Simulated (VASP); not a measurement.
# Al (Fm-3m) in VASP: a series of runs

Aim: see how the results for Al move with the level of theory and the settings. Levels: PBEsol, PBE+D4, PBE. Tasks: single point, relaxation of cell and atoms.

All numbers are computed with VASP 6.6.1; they aren't measurements. Logs are shortened: lines on timing, memory, paths and dates and some standing lists are left out, and cuts for length are marked.

### Step 1. The cell of the first run

The structure is cubic, space group Fm-3m (No. 225). Conventional cell: a = 4.017 Å, b = 4.017 Å, c = 4.017 Å, α = 90.00°, β = 90.00°, γ = 90.00°. Within 3.7 Å of Al (site symmetry m-3m) lie 12 Al at 2.84 Å.

### Step 2. Single point, PBEsol

File INCAR:

```
SYSTEM = Al
  PREC = Accurate
  ENCUT = 520
  EDIFF = 1E-6
  ISMEAR = -1
  SIGMA = 0.05
  LREAL = .FALSE.
  LASPH = .TRUE.
  NELM = 100
  ALGO = Normal
  ISIF = 2
  LWAVE = .FALSE.
  LCHARG = .FALSE.
  GGA = PS
  NBANDS = 8
```

File KPOINTS:

```
Automatic mesh
0
G
  11 11 11
  0 0 0
```

File POSCAR:

```
Al
1.0
    0.0000000000      2.0085750550      2.0085750550
    2.0085750550      0.0000000000      2.0085750550
    2.0085750550      2.0085750550      0.0000000000
Al
1
Direct
    0.0000000000      0.0000000000      0.0000000000
```

Potentials or basis: VASP PAW PBE potentials, release 64 (Al).

Command:

```sh
$ cat potpaw_PBE.64/Al/POTCAR > POTCAR
$ mpirun -np 1 vasp_std > vasp.out
```

OUTCAR:

```text
SYSTEM = Al
   PREC = Accurate
   ENCUT = 520
   EDIFF = 1E-6
   ISMEAR = -1
   LREAL = .FALSE.
   LASPH = .TRUE.
   NELM = 100
   ISIF = 2
   GGA = PS

 ion  position               nearest neighbor table
   1  0.000  0.000  0.000-

  LATTYP: Found a face centered cubic cell.
 ALAT       =     4.0171501100

  Lattice vectors:

 A1 = (   0.0000000000,   2.0085750550,   2.0085750550)
 A2 = (   2.0085750550,   0.0000000000,   2.0085750550)
 A3 = (   2.0085750550,   2.0085750550,   0.0000000000)

Analysis of symmetry for initial positions (statically):
=====================================================================
 Subroutine PRICEL returns:
 Original cell was already a primitive cell.

 Routine SETGRP: Setting up the symmetry group for a
 face centered cubic supercell.

 Subroutine GETGRP returns: Found 48 space group operations
[... 9 lines left out ...]

 Routine SETGRP: Setting up the symmetry group for a
 face centered cubic supercell.

 Subroutine GETGRP returns: Found 48 space group operations
 (whereof 48 operations were pure point group operations)
 out of a pool of 48 trial point group operations.

The dynamic configuration has the point symmetry O_h .

 Subroutine INISYM returns: Found 48 space group operations
 (whereof 48 operations are pure point group operations),
 and found     1 'primitive' translations

----------------------------------------------------------------------------------------

                                     Primitive cell

  volume of cell :      16.2067

  direct lattice vectors                    reciprocal lattice vectors
     0.000000000  2.008575055  2.008575055    -0.248932694  0.248932694  0.248932694
     2.008575055  0.000000000  2.008575055     0.248932694 -0.248932694  0.248932694
     2.008575055  2.008575055  0.000000000     0.248932694  0.248932694 -0.248932694

  length of vectors
     2.840554084  2.840554084  2.840554084     0.431164074  0.431164074  0.431164074

  position of ions in fractional coordinates (direct lattice)
     0.000000000  0.000000000  0.000000000

  ion indices of the primitive-cell ions
   primitive index   ion index
                 1           1

----------------------------------------------------------------------------------------

 KPOINTS: Automatic mesh

Automatic generation of k-mesh.
 Grid dimensions read from file:
[... 58 lines left out ...]
   ICHARG =      2    charge: 1-file 2-atom 10-const
   ISPIN  =      1    spin polarized calculation?
   LNONCOLLINEAR =      F non collinear calculations
   LSORBIT =      F    spin-orbit coupling
   LASPH  =      T    aspherical Exc in radial PAW
   ENCUT  =  520.0 eV  38.22 Ry    6.18 a.u.   5.28  5.28  5.28*2*pi/ulx,y,z
   NELM   =    100;   NELMIN=  2; NELMDL= -5     # of ELM steps
   EDIFF  = 0.1E-05   stopping-criterion for ELM
   LREAL  =      F    real-space projection
   EDIFFG = 0.1E-04   stopping-criterion for IOM
   NSW    =      0    number of steps for IOM
   IBRION =     -1    ionic relax: 0-MD 1-quasi-New 2-CG
   NFREE  =      0    steps in history (QN), initial steepest desc. (CG)
   ISIF   =      2    stress and relaxation
   ISYM   =      2    0-nonsym 1-usesym 2-fastsym
   POTIM  = 0.5000    time-step for ionic-motion
   TEBEG  =    0.0;   TEEND  =   0.0 temperature during run
   PSTRESS=    0.0 pullay stress
   NELECT =       3.0000    total number of electrons
   NUPDOWN=      -1.0000    fix difference up-down
   EMIN   =  10.00;   EMAX   =-10.00  energy-range for DOS
   EFERMI =   0.00;   METHOD = LEGACY
   ISMEAR =    -1;   SIGMA  =   0.05  broadening in eV -4-tet -1-fermi 0-gaus
   EFERMI_NEDOS =   21; number of points for ismear=-14 and -15
   IALGO  =     38    algorithm
   IMIX   =      4    mixing-type and parameters
     AMIX     =   0.40;   BMIX     =  1.00
     AMIX_MAG =   1.60;   BMIX_MAG =  1.00
  volume/ion in A,a.u.               =      16.21       109.37
  Fermi-wavevector in a.u.,A,eV,Ry     =   0.933005  1.763123 11.843842  0.870498
  Thomas-Fermi vector in A             =   2.059661
   LORBIT       =      0    0 simple, 1 ext, 2 COOP (PROOUT), +10 PAW based schemes
   GGA     = PS    functional components
   LHFCALC =     F    Hartree Fock is set to
   AEXX    =    0.0000 exact exchange contribution
   IVDW    =     0    specifies the selected vdW correction
   LEPSILON=     F    determine dielectric tensor
   LRPA    =     F    only Hartree local field effects (RPA)
 non-spin polarized calculation
  energy-cutoff  :      520.00
  volume of cell :       16.21
 maximum number of plane-waves:       448
 NGX is ok and might be reduce to    24
   NGX = 11   NGY = 11   NGZ = 11

 number of electron       3.0000000 magnetization

 Free energy of the ion-electron system (eV)
  ---------------------------------------------------
  ext. energy  EPLUGINS =         0.00000000
  ---------------------------------------------------
  free energy    TOTEN  =        -4.10184502 eV

  energy without entropy =       -4.09789975  energy(sigma->0) =       -4.09987239

 E-fermi :   8.1414     XC(G=0): -10.3224

 val. band max:        8.1200557822   @ k =  -0.4545   0.3636   0.0000
 cond. band min:       8.1685056583   @ k =   0.4545   0.1818   0.0909
 fundamental gap:      0.0484498761
 Fermi energy:         8.1413663992

 k-point     1 :       0.0000    0.0000    0.0000
  band No.  band energies     occupation
      1      -3.1165      2.00000
      2      20.8320      0.00000
      3      20.8320      0.00000
      4      20.8320      0.00000
      5      22.4604      0.00000
      6      22.4604      0.00000
      7      22.4604      0.00000
      8      24.7521      0.00000
[... 243 lines left out ...]
 k-point    24 :      -0.1818    0.1818    0.0000
  band No.  band energies     occupation
      1      -0.7123      2.00000
      2      11.9839      0.00000
      3      13.4898      0.00000
      4      20.1347      0.00000
      5      22.1747      0.00000
      6      23.1783      0.00000
      7      24.3916      0.00000
      8      25.3470      0.00000

 [... further k-points ...]
[... 5 lines left out ...]
  --------------------------------------------------------------------------------------
  -------------------------------------------------------------------------------------
  Total        0.0043971      0.0043971      0.0043971     -0.0000000      0.0000000     -0.0000000
  in kB        0.4346906      0.4346906      0.4346906     -0.0000000      0.0000000     -0.0000000
  external PRESSURE =       0.4346906 kB  Pullay stress =       0.0000000 kB

 VOLUME and BASIS-vectors are now :
 -----------------------------------------------------------------------------
  energy-cutoff  :      520.00
  volume of cell :       16.21
      direct lattice vectors                 reciprocal lattice vectors
     0.000000000  2.008575055  2.008575055    -0.248932694  0.248932694  0.248932694
     2.008575055  0.000000000  2.008575055     0.248932694 -0.248932694  0.248932694
     2.008575055  2.008575055  0.000000000     0.248932694  0.248932694 -0.248932694

 POSITION                                       TOTAL-FORCE (eV/Angst)
 -----------------------------------------------------------------------------------
      0.00000      0.00000      0.00000         0.000000     -0.000000     -0.000000
 -----------------------------------------------------------------------------------
    total drift:                                0.000000     -0.000000     -0.000000

  FREE ENERGIE OF THE ION-ELECTRON SYSTEM (eV)
  ---------------------------------------------------
  free  energy   TOTEN  =        -4.1018450211 eV

  energy  without entropy=       -4.0978997503  energy(sigma->0) =       -4.09987239
```

stdout:

```text
POSCAR found type information on POSCAR Al
 POSCAR found :  1 types and       1 ions
 scaLAPACK will be used
 -----------------------------------------------------------------------------
|                                                                             |
|                                                                             |
|     You enforced a specific xc type in the INCAR file but a different       |
|     I HOPE YOU KNOW WHAT YOU ARE DOING!                                     |
|                                                                             |
 -----------------------------------------------------------------------------

 LDA part: xc-table for (Slater+PW92), standard interpolation
 POSCAR, INCAR and KPOINTS ok, starting setup
 FFT: planning ... GRIDC
 FFT: planning ... GRID_SOFT
 FFT: planning ... GRID
 WAVECAR not read
 entering main loop
```

Wall time 3.1 s (1 thread of Intel Xeon 6975P-C, shared host); peak memory 0.13 GiB.

What came out:

- Free energy: -4.1018 eV
- Pressure: 0.0 GPa

Caveat: the PAW data sets were made with another functional, which shifts forces and pressure a little.

### Step 3. Single point, PBE+D4

This run uses another cell than the first one, of 15.86 Å³/atom, 0.979 times its volume.

File INCAR:

```
PREC = Accurate
ENCUT = 520
EDIFF = 1E-7
ISMEAR = -1
SIGMA = 0.05
LREAL = F
LASPH = T
NELM = 100
ALGO = Normal
ISIF = 2
LWAVE = F
LCHARG = F
GGA = PE
IVDW = 13
NBANDS = 8
```

File KPOINTS:

```
regular mesh
0
Gamma
  11 11 11
```

File POSCAR:

```
Al
1.0
    0.0000000000      1.9942241557      1.9942241557
    1.9942241557      0.0000000000      1.9942241557
    1.9942241557      1.9942241557      0.0000000000
Al
1
Direct
    0.0000000000      0.0000000000      0.0000000000
```

Potentials or basis: VASP PAW PBE potentials, release 64 (Al).

Command:

```sh
$ cat potpaw_PBE.64/Al/POTCAR > POTCAR
$ mpirun -np 1 vasp_std > vasp.out
```

OUTCAR:

```text
PREC = Accurate
   ENCUT = 520
   EDIFF = 1E-7
   ISMEAR = -1
   LREAL = F
   LASPH = T
   NELM = 100
   ISIF = 2
   GGA = PE
   IVDW = 13

 ion  position               nearest neighbor table
   1  0.000  0.000  0.000-

  LATTYP: Found a face centered cubic cell.
 ALAT       =     3.9884483114

  Lattice vectors:

 A1 = (   0.0000000000,   1.9942241557,   1.9942241557)
 A2 = (   1.9942241557,   0.0000000000,   1.9942241557)
 A3 = (   1.9942241557,   1.9942241557,   0.0000000000)

Analysis of symmetry for initial positions (statically):
=====================================================================
 Subroutine PRICEL returns:
 Original cell was already a primitive cell.

 Routine SETGRP: Setting up the symmetry group for a
 face centered cubic supercell.

 Subroutine GETGRP returns: Found 48 space group operations
[... 9 lines left out ...]

 Routine SETGRP: Setting up the symmetry group for a
 face centered cubic supercell.

 Subroutine GETGRP returns: Found 48 space group operations
 (whereof 48 operations were pure point group operations)
 out of a pool of 48 trial point group operations.

The dynamic configuration has the point symmetry O_h .

 Subroutine INISYM returns: Found 48 space group operations
 (whereof 48 operations are pure point group operations),
 and found     1 'primitive' translations

----------------------------------------------------------------------------------------

                                     Primitive cell

  volume of cell :      15.8618

  direct lattice vectors                    reciprocal lattice vectors
     0.000000000  1.994224156  1.994224156    -0.250724072  0.250724072  0.250724072
     1.994224156  0.000000000  1.994224156     0.250724072 -0.250724072  0.250724072
     1.994224156  1.994224156  0.000000000     0.250724072  0.250724072 -0.250724072

  length of vectors
     2.820258847  2.820258847  2.820258847     0.434266831  0.434266831  0.434266831

  position of ions in fractional coordinates (direct lattice)
[... 98 lines left out ...]
  volume/ion in A,a.u.               =      15.86       107.04
  Fermi-wavevector in a.u.,A,eV,Ry     =   0.939719  1.775811 12.014918  0.883072
  Thomas-Fermi vector in A             =   2.067059
   LORBIT       =      0    0 simple, 1 ext, 2 COOP (PROOUT), +10 PAW based schemes
   GGA     = PE    functional components
   LHFCALC =     F    Hartree Fock is set to
   AEXX    =    0.0000 exact exchange contribution
   IVDW    =    13    specifies the selected vdW correction
   LEPSILON=     F    determine dielectric tensor
   LRPA    =     F    only Hartree local field effects (RPA)
 non-spin polarized calculation
  energy-cutoff  :      520.00
  volume of cell :       15.86
 maximum number of plane-waves:       440
 NGX is ok and might be reduce to    24
   NGX = 11   NGY = 11   NGZ = 11

 number of electron       3.0000000 magnetization

 Free energy of the ion-electron system (eV)
  ---------------------------------------------------
  ext. energy  EPLUGINS =         0.00000000
  ---------------------------------------------------
  free energy    TOTEN  =        -3.74913074 eV

  energy without entropy =       -3.74519505  energy(sigma->0) =       -3.74716289

 E-fermi :   8.4205     XC(G=0): -10.3402

 val. band max:        8.3909346470   @ k =  -0.4545   0.3636   0.0000
 cond. band min:       8.4506121581   @ k =   0.4545   0.1818   0.0909
 fundamental gap:      0.0596775111
 Fermi energy:         8.4205410567

 k-point     1 :       0.0000    0.0000    0.0000
  band No.  band energies     occupation
      1      -2.9921      2.00000
      2      21.2581      0.00000
      3      21.2581      0.00000
      4      21.2581      0.00000
      5      23.0542      0.00000
      6      23.0542      0.00000
      7      23.0542      0.00000
      8      25.1718      0.00000
[... 243 lines left out ...]
 k-point    24 :      -0.1818    0.1818    0.0000
  band No.  band energies     occupation
      1      -0.5532      2.00000
      2      12.3006      0.00000
      3      13.8808      0.00000
      4      20.6186      0.00000
      5      22.6729      0.00000
      6      23.6414      0.00000
      7      24.9724      0.00000
      8      25.9048      0.00000

 [... further k-points ...]

------------------------ aborting loop because EDIFF is reached ----------------------------------------

  DFT-D4 for vdW energy calculation

  Edisp (eV):   -0.35709

  FORCE on cell =-STRESS in cart. coord.  units (eV):
  Direction    XX          YY          ZZ          XY          YZ          ZX
  --------------------------------------------------------------------------------------
  -------------------------------------------------------------------------------------
  Total      -0.00270    -0.00270    -0.00270    -0.00000     0.00000     0.00000
  in kB      -0.27255    -0.27255    -0.27255    -0.00000     0.00000     0.00000
  external pressure =       -0.27 kB  Pullay stress =        0.00 kB

 VOLUME and BASIS-vectors are now :
 -----------------------------------------------------------------------------
  energy-cutoff  :      520.00
  volume of cell :       15.86
      direct lattice vectors                 reciprocal lattice vectors
     0.000000000  1.994224156  1.994224156    -0.250724072  0.250724072  0.250724072
     1.994224156  0.000000000  1.994224156     0.250724072 -0.250724072  0.250724072
     1.994224156  1.994224156  0.000000000     0.250724072  0.250724072 -0.250724072

 POSITION                                       TOTAL-FORCE (eV/Angst)
 -----------------------------------------------------------------------------------
      0.00000      0.00000      0.00000        -0.000000      0.000000     -0.000000
 -----------------------------------------------------------------------------------
    total drift:                                0.000000     -0.000000     -0.000000

  FREE ENERGIE OF THE ION-ELECTRON SYSTEM (eV)
  ---------------------------------------------------
  free  energy   TOTEN  =        -4.1062159391 eV

  energy  without entropy=       -4.1022802562  energy(sigma->0) =       -4.10424810
```

stdout:

```text
POSCAR found type information on POSCAR Al
 POSCAR found :  1 types and       1 ions
 scaLAPACK will be used
 LDA part: xc-table for (Slater+PW92), standard interpolation
 POSCAR, INCAR and KPOINTS ok, starting setup
 FFT: planning ... GRIDC
 FFT: planning ... GRID_SOFT
 FFT: planning ... GRID
 WAVECAR not read
 entering main loop
```

Run time: 4.4 s. Hardware: 1 thread of Intel Xeon 6975P-C, shared host; peak memory 0.13 GiB.

Results:

```yaml
Free_energy: -4.1062 eV
Pressure: 0.0 GPa
Dispersion_energy_per_atom: -0.357 eV
```

Caveat: pairwise dispersion overbinds metals, which lowers pressure and volume.

### Step 4. Relaxation of cell and atoms, PBEsol

This run uses another cell than the first one, of 16.60 Å³/atom, 1.024 times its volume.

File INCAR:

```
SYSTEM = Al
  ALGO = Normal
  EDIFF = 1E-6
  EDIFFG = -0.005
  ENCUT = 600
  GGA = PS
  IBRION = 2
  ISIF = 3
  ISMEAR = -1
  LASPH = .TRUE.
  LCHARG = .FALSE.
  LREAL = .FALSE.
  LWAVE = .FALSE.
  NELM = 60
  NSW = 80
  PREC = Accurate
  SIGMA = 0.05
```

File KPOINTS:

```
k-points
0
G
  11 11 11
  0 0 0
```

File POSCAR:

```
Al
1.0
    0.0000000000      2.0248050000      2.0248050000
    2.0248050000      0.0000000000      2.0248050000
    2.0248050000      2.0248050000      0.0000000000
Al
1
Direct
    0.0000000000      0.0000000000      0.0000000000
```

Command:

```sh
$ cat potpaw_PBE.64/Al/POTCAR > POTCAR
$ mpirun -np 1 vasp_std > vasp.out
```

Run time: 4.9 s. Hardware: 1 thread of Intel Xeon 6975P-C, shared host; peak memory 0.14 GiB.

The run converged. Its results:

```
Free energy                            : -4.1019 eV
Relaxed volume                         : 16.22 Å³/atom
Relaxed cell                           : a = 2.841 Å, b = 2.841 Å, c = 2.841 Å, α = 60.00°, β = 60.00°, γ = 60.00°
Space group after relaxing (to 0.05 Å) : Fm-3m (No. 225)
Energy gained by relaxing              : 2.3 meV/atom
Ionic steps                            : 3
Pressure after relaxing                : 0.0 GPa
```

The path:
| step | energy change (eV) | largest force (eV/Å) | pressure (GPa) | volume (Å³) |
| --- | --- | --- | --- | --- |
| 1 | 0.0000 | 0.0000 | -1.87 | 16.60 |
| 2 | -0.0022 | 0.0000 | 0.39 | 16.14 |
| 3 | -0.0023 | 0.0000 | 0.00 | 16.22 |

Final structure:
```
CELL_PARAMETERS angstrom
0.00000 2.00892 2.00892
2.00892 0.00000 2.00892
2.00892 2.00892 0.00000
ATOMIC_POSITIONS crystal
Al 0.00000 0.00000 0.00000
```

Levels at points of the mesh, in eV from the Fermi level:
| k point | band 1 | band 2 | band 3 | band 4 | band 5 |
| --- | --- | --- | --- | --- | --- |
| (0.00, 0.00, 0.00) | -11.25 | 12.69 | 12.69 | 12.69 | 14.31 |

Caveat: the PAW data sets were made with another functional, which shifts forces and pressure a little.

[end of part 1 of 2]
